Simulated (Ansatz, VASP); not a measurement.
## One calculation of C, two programs

Contents of INCAR:

```
ALGO = Normal
EDIFF = 1E-7
ENCUT = 520
GGA = PE
ISIF = 2
ISMEAR = 0
LASPH = T
LCHARG = T
LELF = T
LREAL = F
LVHAR = T
LWAVE = F
NBANDS = 36
NELM = 80
PREC = Accurate
SIGMA = 0.05
```

KPOINTS

```
k-points
0
Gamma
  12 12 2
```

The input POSCAR:

```
C
1.0
    2.5647000000      0.0000000000      0.0000000000
   -1.2823500000      2.2210953531      0.0000000000
    0.0000000000      0.0000000000     12.2737000000
C
12
Direct
    0.0000000000      0.0000000000      0.1868593266
    0.0000000000      0.0000000000      0.6868593266
    0.0000000000      0.0000000000      0.3131406734
    0.0000000000      0.0000000000      0.8131406734
    0.3333333333      0.6666666667      0.5207665411
    0.6666666667      0.3333333333      0.0207665411
    0.3333333333      0.6666666667      0.9792334589
    0.6666666667      0.3333333333      0.4792334589
    0.3333333333      0.6666666667      0.6450950823
    0.6666666667      0.3333333333      0.1450950823
    0.3333333333      0.6666666667      0.8549049177
    0.6666666667      0.3333333333      0.3549049177
```

Input for Ansatz:

```yaml
crystal:
  lattice:
    - [2.5647, 0.0, 0.0]
    - [-1.28235, 2.2210953531, 0.0]
    - [0.0, 0.0, 12.2737]
  atoms:
    - { symbol: C, position: [0.0, 0.0, 0.1868593266] }
    - { symbol: C, position: [0.0, 0.0, 0.6868593266] }
    - { symbol: C, position: [0.0, 0.0, 0.3131406734] }
    - { symbol: C, position: [0.0, 0.0, 0.8131406734] }
    - { symbol: C, position: [0.3333333333, 0.6666666667, 0.5207665411] }
    - { symbol: C, position: [0.6666666667, 0.3333333333, 0.0207665411] }
    - { symbol: C, position: [0.3333333333, 0.6666666667, 0.9792334589] }
    - { symbol: C, position: [0.6666666667, 0.3333333333, 0.4792334589] }
    - { symbol: C, position: [0.3333333333, 0.6666666667, 0.6450950823] }
    - { symbol: C, position: [0.6666666667, 0.3333333333, 0.1450950823] }
    - { symbol: C, position: [0.3333333333, 0.6666666667, 0.8549049177] }
    - { symbol: C, position: [0.6666666667, 0.3333333333, 0.3549049177] }
basis:
  ecutwfc: 520.0
kpoints:
  mp_grid: { grid: [12, 12, 2] }
hamiltonian:
  xc: pbe
  pseudopotentials: { kind: paw, azcp: { folder: soft_1 } }
scf:
  occupations: { method: gaussian, width: 0.05 }
output:
  forces: true
  stress: true
  eigenvalues: true
```

Alike in both runs: task single point; functional PBE; k mesh 12 × 12 × 2; occupations gaussian, width 0.05 eV; no spin polarisation.

|  | VASP | Ansatz |
| --- | --- | --- |
| version | VASP 6.6.1 | Ansatz 0.2.0 |
| potentials or method | VASP PAW PBE potentials, release 64 (C), cutoff 520 eV | scalar-relativistic, plane waves, PAW |
| valence electrons in the cell | 48 | 48 |

|  | VASP | Ansatz | Ansatz less VASP |
| --- | --- | --- | --- |
| gap on the k mesh at the Fermi level (eV) | 4.13 | 4.14 | +0.009 |
| least direct gap on the mesh (eV) | 4.99 | 5.00 | +0.006 |
| pressure (GPa) | -8.1 | -8.7 | -0.54 |
| traceless stress, the component that is largest in VASP (GPa) | 22.72 | 22.60 | -0.124 |
| rms of the force components (eV/Å) | 0.057 | 0.053 | -0.0043 |

Atom by atom the forces differ by 0.005 eV/Å (rms over components). The functional is the same, so the differences come from potentials, cutoffs and numerics.
